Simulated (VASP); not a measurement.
Input of a VASP 6.6.1 run:

The input INCAR:

```
SYSTEM = LiMgBN2
PREC = Accurate
ENCUT = 880
EDIFF = 1E-6
ISMEAR = -5
SIGMA = 0.1
LREAL = .False.
LASPH = .True.
NELM = 200
ALGO = Normal
ISIF = 2
LWAVE = .False.
LCHARG = .False.
LDAU = .True.
LDAUTYPE = 2
LDAUL = -1 -1 -1 1
LDAUU = 0 0 0 2.7
LDAUJ = 0 0 0 0
LDAUPRINT = 1
GGA = PE
NBANDS = 21
GGA_COMPAT = .False.
```

File KPOINTS:

```
regular mesh
0
Gamma
  2 2 3
  0 0 0
```

File POSCAR:

```
LiMgBN2
1.0
   -1.9096560000      1.9096560000      4.4435220000
    1.9096560000     -1.9096560000      4.4435220000
    1.9096560000      1.9096560000     -4.4435220000
Li Mg B N
1 1 1 2
Direct
    0.2500000000      0.7500000000      0.5000000000
    0.7500000000      0.2500000000      0.5000000000
    0.5000000000      0.5000000000      0.0000000000
    0.6512635000      0.6512635000      0.0000000000
    0.3487365000      0.3487365000      0.0000000000
```

Potentials or basis: VASP PAW PBE potentials, release 64 (Li_sv, Mg_sv, B, N).

Launch:

```bash
$ cat potpaw_PBE.64/Li_sv/POTCAR potpaw_PBE.64/Mg_sv/POTCAR potpaw_PBE.64/B/POTCAR potpaw_PBE.64/N/POTCAR > POTCAR
$ mpirun -np 1 vasp_std > vasp.out
```

**Question.** Estimate the band gap on the k mesh.

**Answer.** 2.64 eV (least direct gap 3.89 eV).

**Question.** Predict the pressure.

**Answer.** 0.3 GPa.

**Question.** Estimate the largest force.

**Answer.** 0.108 eV/Å.

Stress tensor (GPa, compression positive):
```
-0.03  0.00  0.00
 0.00 -0.03  0.00
 0.00  0.00  1.04
```

Caveat: the k points lie up to 0.78 Å⁻¹ apart. A k mesh can miss the band edges.
